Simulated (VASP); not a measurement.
Input of a VASP 6.6.1 run:

File INCAR:

```
  ALGO = Fast
  EDIFF = 1E-7
  ENCUT = 520
  GGA = PE
  ISIF = 2
  ISMEAR = -1
  LASPH = T
  LCHARG = T
  LELF = T
  LREAL = F
  LVHAR = T
  LWAVE = F
  NBANDS = 18
  NELM = 80
  PREC = Accurate
  SIGMA = 0.05
```

KPOINTS

```
k-points
0
Gamma
  8 8 8
```

Contents of POSCAR:

```
TiAl3
1.0
   -1.9875510422      1.9875510422      4.2806687947
    1.9875510422     -1.9875510422      4.2806687947
    1.9875510422      1.9875510422     -4.2806687947
Ti Al
1 3
Direct
    0.0000000000      0.0000000000      0.0000000000
    0.2500000000      0.7500000000      0.5000000000
    0.7500000000      0.2500000000      0.5000000000
    0.5000000000      0.5000000000      0.0000000000
```

Potentials or basis: VASP PAW PBE potentials, release 64 (Ti_sv, Al).

The run is started by

```console
$ cat potpaw_PBE.64/Ti_sv/POTCAR potpaw_PBE.64/Al/POTCAR > POTCAR
$ mpirun -np 1 vasp_std > vasp.out
```

(1) Predict the pressure.

(2) Estimate the band gap on the k mesh.

Answers

(1) -5.6 GPa.

(2) zero (an odd number of electrons rules out a gap without spin polarisation).

Caveat: the stress differs along the axes, from -8 to -1 GPa.
